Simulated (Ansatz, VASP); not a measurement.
# Two plane-wave programs on NaCl

The input INCAR:

```
PREC = Accurate
ENCUT = 520
EDIFF = 1E-7
ISMEAR = 0
SIGMA = 0.05
LREAL = False
LASPH = True
NELM = 60
ALGO = Normal
ISIF = 2
LWAVE = False
LCHARG = False
GGA = PE
NBANDS = 14
```

KPOINTS

```
Automatic mesh
0
Gamma
  8 8 8
```

POSCAR

```
NaCl
1.0
    0.0000000000      2.5946201812      3.3730062355
    2.5946201812      0.0000000000      3.3730062355
    2.5946201812      2.5946201812      0.0000000000
Na Cl
1 1
Direct
    0.0000000000      0.0000000000      0.0000000000
    0.5000000000      0.5000000000      0.5000000000
```

Input for Ansatz:

```yaml
crystal:
  lattice:
    - [0.0, 2.5946201812, 3.3730062355]
    - [2.5946201812, 0.0, 3.3730062355]
    - [2.5946201812, 2.5946201812, 0.0]
  atoms:
    - { symbol: Na, position: [0.0, 0.0, 0.0] }
    - { symbol: Cl, position: [0.5, 0.5, 0.5] }
basis:
  ecutwfc: 420
kpoints:
  mp_grid: { grid: [8, 8, 8] }
hamiltonian:
  xc: pbe
scf:
  occupations: { method: gaussian, width: 0.05 }
output:
  forces: true
  stress: true
  eigenvalues: true
```

Alike in both runs: task single point; functional PBE; k mesh 8 × 8 × 8; occupations gaussian, width 0.05 eV; no spin polarisation.

|  | VASP | Ansatz |
| --- | --- | --- |
| version | VASP 6.6.1 | Ansatz 0.2.0 |
| potentials or method | VASP PAW PBE potentials, release 64 (Na_pv, Cl), cutoff 520 eV | scalar-relativistic, plane waves, PAW |
| valence electrons in the cell | 14 | 16 |

|  | VASP | Ansatz | Ansatz less VASP |
| --- | --- | --- | --- |
| gap on the k mesh at the Fermi level (eV) | 5.11 | 5.11 | +0.004 |
| least direct gap on the mesh (eV) | 5.11 | 5.11 | +0.004 |
| pressure (GPa) | 4.2 | 4.2 | 0.00 |
| traceless stress, the component that is largest in VASP (GPa) | -5.89 | -5.83 | +0.054 |

VASP's potentials hold 14 valence electrons a cell and Ansatz's 16, so a difference there can come from the potentials and not from the codes.
